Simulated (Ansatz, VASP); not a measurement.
## GaP: VASP beside Ansatz

INCAR

```
SYSTEM = GaP
ALGO = Normal
EDIFF = 1E-6
ENCUT = 520
GGA = PE
ISIF = 2
ISMEAR = 0
LASPH = .True.
LCHARG = .False.
LREAL = .False.
LWAVE = .False.
NBANDS = 16
NELM = 80
PREC = Accurate
SIGMA = 0.05
```

Contents of KPOINTS:

```
k-points
0
Gamma
  8 8 8
  0 0 0
```

The input POSCAR:

```
GaP
1.0
    0.0000000000      2.5600965023      2.8491396558
    2.8491396558      0.0000000000      2.8491396558
    2.8491396558      2.5600965023      0.0000000000
Ga P
1 1
Direct
    0.0000000000      0.0000000000      0.0000000000
    0.7500000000      0.7500000000      0.7500000000
```

Input for Ansatz:

```yaml
crystal:
  lattice:
    - [0.0, 2.5600965023, 2.8491396558]
    - [2.8491396558, 0.0, 2.8491396558]
    - [2.8491396558, 2.5600965023, 0.0]
  atoms:
    - { symbol: Ga, position: [0.0, 0.0, 0.0] }
    - { symbol: P, position: [0.75, 0.75, 0.75] }
basis:
  ecutwfc: 420
kpoints:
  mp_grid: { grid: [8, 8, 8] }
hamiltonian:
  xc: pbe
  pseudopotentials: { kind: paw, azcp: { folder: soft_1 } }
scf:
  occupations: { method: gaussian, width: 0.05 }
output:
  forces: true
  stress: true
  eigenvalues: true
```

Change from the starting cell: mode 4 frozen in at +0.000 Å, strain +e along z and -e/2 along x and y -0.0700.

Alike in both runs: task single point; functional PBE; k mesh 8 × 8 × 8; occupations gaussian, width 0.05 eV; no spin polarisation.

|  | VASP | Ansatz |
| --- | --- | --- |
| version | VASP 6.6.1 | Ansatz 0.2.0 |
| potentials or method | VASP PAW PBE potentials, release 64 (Ga_d, P), cutoff 520 eV | scalar-relativistic, plane waves, PAW |
| valence electrons in the cell | 18 | 18 |

```tsv
	VASP	Ansatz	Ansatz less VASP
gap on the k mesh at the Fermi level (eV)	0.72	0.72	+0.001
least direct gap on the mesh (eV)	1.21	1.21	+0.003
pressure (GPa)	0.0	0.1	+0.08
traceless stress, the component that is largest in VASP (GPa)	4.25	4.24	-0.011
```
